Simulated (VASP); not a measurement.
# LiPb (R-3m) in VASP: single point with LDA

Aim: the single point of LiPb with LDA.

Everything below comes from runs of VASP 6.6.1. Logs are shortened: lines on timing, memory, paths and dates and some standing lists are left out, and cuts for length are marked.

## (1) The cell of the first run

The structure is trigonal, space group R-3m (No. 166). The conventional cell has a = 4.987 Å, b = 4.987 Å, c = 6.188 Å, α = 90.00°, β = 90.00°, γ = 120.00°. Li (site symmetry -3m) has 8 Pb at 3.06 to 3.09 Å and 6 Li at 3.54 Å within 4.0 Å. Pb (site symmetry -3m) has 8 Li at 3.06 to 3.09 Å and 6 Pb at 3.54 Å within 4.0 Å.

## (2) Single point, LDA

Contents of INCAR:

```
SYSTEM = LiPb
PREC = Accurate
ENCUT = 520
EDIFF = 1E-6
ISMEAR = 0
SIGMA = 0.15
LREAL = .False.
LASPH = .True.
NELM = 60
ALGO = Fast
ISIF = 2
LWAVE = .False.
LCHARG = .False.
NBANDS = 16
```

Contents of KPOINTS:

```
Automatic mesh
0
Gamma
  15 15 15
  0 0 0
```

Contents of POSCAR:

```
LiPb
1.0
    2.4935002839      1.4396230601      2.0626700000
   -2.4935002839      1.4396230601      2.0626700000
    0.0000000000     -2.8792461203      2.0626700000
Li Pb
1 1
Direct
    0.5000000000      0.5000000000      0.5000000000
    0.0000000000      0.0000000000      0.0000000000
```

Potentials or basis: VASP PAW LDA potentials, release 64 (Li_sv, Pb_d).

Run with:

```console
cat potpaw_LDA.64/Li_sv/POTCAR potpaw_LDA.64/Pb_d/POTCAR > POTCAR
mpirun -np 1 vasp_std > vasp.out
```

OUTCAR:

```text
SYSTEM = LiPb
   PREC = Accurate
   ENCUT = 520
   EDIFF = 1E-6
   ISMEAR = 0
   LREAL = .False.
   LASPH = .True.
   NELM = 60
   ISIF = 2

 ion  position               nearest neighbor table
   1  0.500  0.500  0.500-   2 3.06   2 3.06   2 3.06   2 3.06   2 3.06   2 3.06   2 3.09   2 3.09

   2  0.000  0.000  0.000-   1 3.06   1 3.06   1 3.06   1 3.06   1 3.06   1 3.06   1 3.09   1 3.09

  LATTYP: Found a trigonal (rhomboedric) cell.
 ALAT       =     3.5418449641
 COS(alpha) =     0.0087350608

  Lattice vectors:

 A1 = (   2.4935002839,   1.4396230601,   2.0626700000)
 A2 = (  -2.4935002839,   1.4396230601,   2.0626700000)
 A3 = (   0.0000000000,  -2.8792461203,   2.0626700000)

Analysis of symmetry for initial positions (statically):
=====================================================================
 Subroutine PRICEL returns:
 Original cell was already a primitive cell.

 Routine SETGRP: Setting up the symmetry group for a
 trigonal (rhombohedral) supercell.

 Subroutine GETGRP returns: Found 12 space group operations
 (whereof 12 operations were pure point group operations)
 out of a pool of 12 trial point group operations.

The static configuration has the point symmetry D_3d.

Analysis of symmetry for dynamics (positions and initial velocities):
=====================================================================
 Subroutine PRICEL returns:
 Original cell was already a primitive cell.

 Routine SETGRP: Setting up the symmetry group for a
 trigonal (rhombohedral) supercell.

 Subroutine GETGRP returns: Found 12 space group operations
 (whereof 12 operations were pure point group operations)
 out of a pool of 12 trial point group operations.

The dynamic configuration has the point symmetry D_3d.

 Subroutine INISYM returns: Found 12 space group operations
 (whereof 12 operations are pure point group operations),
 and found     1 'primitive' translations

----------------------------------------------------------------------------------------

                                     Primitive cell

  volume of cell :      44.4262

  direct lattice vectors                    reciprocal lattice vectors
     2.493500284  1.439623060  2.062670000     0.200521333  0.115771045  0.161602842
    -2.493500284  1.439623060  2.062670000    -0.200521333  0.115771045  0.161602842
     0.000000000 -2.879246120  2.062670000     0.000000000 -0.231542091  0.161602842

  length of vectors
     3.541844964  3.541844964  3.541844964     0.282360086  0.282360086  0.282360086

  position of ions in fractional coordinates (direct lattice)
     0.500000000  0.500000000  0.500000000
     0.000000000  0.000000000  0.000000000

  ion indices of the primitive-cell ions
   primitive index   ion index
                 1           1
                 2           2

----------------------------------------------------------------------------------------

 KPOINTS: Automatic mesh

Automatic generation of k-mesh.
 Grid dimensions read from file:
 generate k-points for:   15   15   15

 Generating k-lattice:

  Cartesian coordinates                     Fractional coordinates (reciprocal lattice)
     0.013368089  0.007718070  0.010773523     0.066666667  0.000000000  0.000000000
    -0.013368089  0.007718070  0.010773523     0.000000000  0.066666667  0.000000000
     0.000000000 -0.015436139  0.010773523    -0.000000000 -0.000000000  0.066666667

  Length of vectors
     0.018824006  0.018824006  0.018824006

  Shift w.r.t. Gamma in fractional coordinates (k-lattice)
     0.000000000  0.000000000  0.000000000

 Subroutine IBZKPT returns following result:
 ===========================================

 Found    344 irreducible k-points:

 Following reciprocal coordinates:
            Coordinates               Weight
  0.000000  0.000000  0.000000      1.000000
  0.066667  0.000000  0.000000      6.000000
  0.133333  0.000000  0.000000      6.000000
  0.200000  0.000000  0.000000      6.000000
  0.266667  0.000000  0.000000      6.000000
  0.333333  0.000000  0.000000      6.000000
[... 16 lines left out ...]
  0.133333  0.133333  0.000000      6.000000
  0.200000  0.133333  0.000000     12.000000
 [... further k-points ...]
   k-points           NKPTS =    344   k-points in BZ     NKDIM =    344   number of bands    NBANDS=     16
   number of dos      NEDOS =    301   number of ions     NIONS =      2
   total plane-waves  NPLWV =  21952
   dimension x,y,z NGX =    28 NGY =   28 NGZ =   28
   dimension x,y,z NGXF=    56 NGYF=   56 NGZF=   56
   ions per type =               1   1
   NGX,Y,Z   is equivalent  to a cutoff of  13.14, 13.14, 13.14 a.u.
   NGXF,Y,Z  is equivalent  to a cutoff of  26.29, 26.29, 26.29 a.u.
 SYSTEM =  LiPb
   PREC   = accura    normal or accurate (medium, high low for compatibility)
   ISTART =      0    job   : 0-new  1-cont  2-samecut
   ICHARG =      2    charge: 1-file 2-atom 10-const
   ISPIN  =      1    spin polarized calculation?
   LNONCOLLINEAR =      F non collinear calculations
   LSORBIT =      F    spin-orbit coupling
   LASPH  =      T    aspherical Exc in radial PAW
   ENCUT  =  520.0 eV  38.22 Ry    6.18 a.u.   6.59  6.59  6.59*2*pi/ulx,y,z
   NELM   =     60;   NELMIN=  2; NELMDL= -5     # of ELM steps
   EDIFF  = 0.1E-05   stopping-criterion for ELM
   LREAL  =      F    real-space projection
   EDIFFG = 0.1E-04   stopping-criterion for IOM
   NSW    =      0    number of steps for IOM
   IBRION =     -1    ionic relax: 0-MD 1-quasi-New 2-CG
   NFREE  =      0    steps in history (QN), initial steepest desc. (CG)
   ISIF   =      2    stress and relaxation
   ISYM   =      2    0-nonsym 1-usesym 2-fastsym
   POTIM  = 0.5000    time-step for ionic-motion
   TEBEG  =    0.0;   TEEND  =   0.0 temperature during run
   PSTRESS=    0.0 pullay stress
   NELECT =      17.0000    total number of electrons
   NUPDOWN=      -1.0000    fix difference up-down
   EMIN   =  10.00;   EMAX   =-10.00  energy-range for DOS
   EFERMI =   0.00;   METHOD = LEGACY
   ISMEAR =     0;   SIGMA  =   0.15  broadening in eV -4-tet -1-fermi 0-gaus
   EFERMI_NEDOS =   21; number of points for ismear=-14 and -15
   IALGO  =     68    algorithm
   IMIX   =      4    mixing-type and parameters
     AMIX     =   0.40;   BMIX     =  1.00
     AMIX_MAG =   1.60;   BMIX_MAG =  1.00
  volume/ion in A,a.u.               =      22.21       149.90
  Fermi-wavevector in a.u.,A,eV,Ry     =   1.188533  2.246002 19.219749  1.412612
  Thomas-Fermi vector in A             =   2.324661
   LORBIT       =      0    0 simple, 1 ext, 2 COOP (PROOUT), +10 PAW based schemes
   GGA     = CA    functional components
   LHFCALC =     F    Hartree Fock is set to
   AEXX    =    0.0000 exact exchange contribution
   IVDW    =     0    specifies the selected vdW correction
   LEPSILON=     F    determine dielectric tensor
   LRPA    =     F    only Hartree local field effects (RPA)
 non-spin polarized calculation
 RMM-DIIS sequential band-by-band and
 Gauss-broadening in eV      SIGMA  =   0.15
  energy-cutoff  :      520.00
  volume of cell :       44.43
 maximum number of plane-waves:      1222
   NGX = 13   NGY = 13   NGZ = 13

 number of electron      17.0000014 magnetization

 Free energy of the ion-electron system (eV)
  ---------------------------------------------------
  ext. energy  EPLUGINS =         0.00000000
  ---------------------------------------------------
  free energy    TOTEN  =        -6.94163123 eV

  energy without entropy =       -6.93436490  energy(sigma->0) =       -6.93799807

 E-fermi :   5.2868     XC(G=0):  -9.6796

 val. band max:        5.2843296313   @ k =   0.2000   0.2000   0.1333
 cond. band min:       5.2906338168   @ k =   0.3333   0.2667   0.2667
 fundamental gap:      0.0063041855
 Fermi energy:         5.2868266768

 k-point     1 :       0.0000    0.0000    0.0000
  band No.  band energies     occupation
      1     -40.3859      2.00000
      2     -11.5052      2.00000
      3     -11.5052      2.00000
      4     -11.2613      2.00000
      5     -11.2613      2.00000
      6     -11.2599      2.00000
[... 8 lines left out ...]
     15      17.9532      0.00000
     16      17.9532      0.00000

 k-point     2 :       0.0667    0.0000    0.0000
  band No.  band energies     occupation
      1     -40.3859      2.00000
      2     -11.5046      2.00000
      3     -11.4957      2.00000
      4     -11.2647      2.00000
      5     -11.2639      2.00000
      6     -11.2604      2.00000
[... 8 lines left out ...]
     15      17.6821      0.00000
     16      17.7709      0.00000

 k-point     3 :       0.1333    0.0000    0.0000
  band No.  band energies     occupation
      1     -40.3857      2.00000
      2     -11.5028      2.00000
      3     -11.4690      2.00000
      4     -11.2742      2.00000
      5     -11.2732      2.00000
      6     -11.2597      2.00000
[... 8 lines left out ...]
     15      16.9489      0.00000
     16      17.3106      0.00000

 k-point     4 :       0.2000    0.0000    0.0000
  band No.  band energies     occupation
      1     -40.3854      2.00000
      2     -11.5003      2.00000
      3     -11.4298      2.00000
      4     -11.2882      2.00000
      5     -11.2871      2.00000
      6     -11.2585      2.00000
[... 8 lines left out ...]
     15      15.9799      0.00000
     16      16.8526      0.00000
[... 324 lines left out ...]
 k-point    22 :      -0.0667    0.0667    0.0000
  band No.  band energies     occupation
      1     -40.3858      2.00000
      2     -11.4996      2.00000
      3     -11.4907      2.00000
      4     -11.2677      2.00000
      5     -11.2646      2.00000
      6     -11.2631      2.00000
[... 8 lines left out ...]
     15      17.3614      0.00000
     16      17.6722      0.00000

 k-point    23 :       0.1333    0.1333    0.0000
  band No.  band energies     occupation
      1     -40.3855      2.00000
      2     -11.4840      2.00000
      3     -11.4487      2.00000
      4     -11.2875      2.00000
      5     -11.2727      2.00000
      6     -11.2722      2.00000
[... 8 lines left out ...]
     15      16.5078      0.00000
     16      17.0800      0.00000

 k-point    24 :       0.2000    0.1333    0.0000
  band No.  band energies     occupation
      1     -40.3852      2.00000
      2     -11.4769      2.00000
      3     -11.4134      2.00000
      4     -11.3021      2.00000
      5     -11.2862      2.00000
      6     -11.2711      2.00000
[... 8 lines left out ...]
     15      15.8454      0.00000
     16      16.6652      0.00000

 [... further k-points ...]

------------------------ aborting loop because EDIFF is reached ----------------------------------------

  FORCE on cell =-STRESS in cart. coord.  units (eV):
  Direction    XX          YY          ZZ          XY          YZ          ZX
  --------------------------------------------------------------------------------------
  -------------------------------------------------------------------------------------
  Total       -0.6426089     -0.6426089     -0.7467351      0.0000000      0.0000000      0.0000000
  in kB      -23.1749110    -23.1749110    -26.9300968      0.0000000      0.0000000      0.0000000
  external PRESSURE =     -24.4266396 kB  Pullay stress =       0.0000000 kB

 VOLUME and BASIS-vectors are now :
 -----------------------------------------------------------------------------
  energy-cutoff  :      520.00
  volume of cell :       44.43
      direct lattice vectors                 reciprocal lattice vectors
     2.493500284  1.439623060  2.062670000     0.200521333  0.115771045  0.161602842
    -2.493500284  1.439623060  2.062670000    -0.200521333  0.115771045  0.161602842
     0.000000000 -2.879246120  2.062670000     0.000000000 -0.231542091  0.161602842

 POSITION                                       TOTAL-FORCE (eV/Angst)
 -----------------------------------------------------------------------------------
      0.00000     -0.00000      3.09400         0.000000      0.000000     -0.000000
      0.00000      0.00000      0.00000        -0.000000     -0.000000      0.000000
 -----------------------------------------------------------------------------------
    total drift:                               -0.000000     -0.000000      0.000000

  FREE ENERGIE OF THE ION-ELECTRON SYSTEM (eV)
  ---------------------------------------------------
  free  energy   TOTEN  =        -6.9416312297 eV

  energy  without entropy=       -6.9343649013  energy(sigma->0) =       -6.93799807
```

Run time: 8.4 min. Hardware: 1 thread of AMD EPYC 7R13, shared host; peak memory 0.29 GiB.

Results:

- Free energy: -6.9416 eV
- Band gap on the k mesh: zero (an odd number of electrons rules out a gap without spin polarisation)

Caveat: the cutoff is under 1.25 times the usual one of these potentials, so pressure, stress and relaxed cells hold a basis-set (Pulay) error; spin-orbit coupling is left out, which moves the levels of the heavy elements.
